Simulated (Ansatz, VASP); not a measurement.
## Two plane-wave programs on CoH

INCAR

```
SYSTEM = CoH
PREC = Accurate
ENCUT = 520
EDIFF = 1E-7
ISMEAR = -1
SIGMA = 0.1
LREAL = .False.
LASPH = .True.
NELM = 150
ALGO = Normal
ISIF = 2
LWAVE = .False.
LCHARG = .False.
ISPIN = 2
MAGMOM = 2.5 0
LORBIT = 11
LMAXMIX = 4
GGA = PS
NBANDS = 16
```

The input KPOINTS:

```
Automatic mesh
0
Gamma
  13 13 13
  0 0 0
```

POSCAR

```
CoH
1.0
    0.0000000000      1.8053399741      1.8053399741
    1.8053399741      0.0000000000      1.8053399741
    1.8053399741      1.8053399741      0.0000000000
Co H
1 1
Direct
    0.0000000000      0.0000000000      0.0000000000
    0.5000000000      0.5000000000      0.5000000000
```

Input for Ansatz:

```yaml
crystal:
  lattice:
    - [0.0, 1.8053399740906486, 1.8053399740906486]
    - [1.8053399740906486, 0.0, 1.8053399740906486]
    - [1.8053399740906486, 1.8053399740906486, 0.0]
  atoms:
    - { symbol: Co, position: [0.0, 0.0, 0.0], spin: 2.5 }
    - { symbol: H, position: [0.5, 0.5, 0.5] }
basis:
  ecutwfc: 476.19925930478996
  xc_grid: 2
kpoints:
  mp_grid:
    grid: [13, 13, 13]
hamiltonian:
  xc: pbesol
magnetization:
  spin_polarized: true
scf:
  self_checks: high
  convergence:
    dr2_threshold: 1.0e-07
  occupations:
    method: fermi_dirac
    width: 0.1
output:
  stress: true
```

Alike in both runs: task single point; functional PBEsol; k mesh 13 × 13 × 13; occupations fermi-dirac, width 0.1 eV; collinear spin.

```csv
,VASP,Ansatz
version,VASP 6.6.1,Ansatz 0.2.0
potentials or method,"VASP PAW PBE potentials, release 64 (Co, H), cutoff 520 eV","plane waves, PAW"
valence electrons in the cell,10,18
```

```csv
,VASP,Ansatz,Ansatz less VASP
gap on the k mesh at the Fermi level (eV),none,none,-
pressure (GPa),8.2,8.6,+0.46
net moment per atom (μB),0.54,0.55,+0.005
size of the moment on the site where the two differ most (μB),1.11,1.07,-0.035
```

VASP's potentials were made for PBE, not for PBEsol. Site moments also hang on the region over which each program counts them. A gap of «none» marks a metal or a gap that the smearing closes. VASP's potentials hold 10 valence electrons a cell and Ansatz's 18, so a difference there can come from the potentials and not from the codes. Ansatz's warnings: stress scf threshold loose.
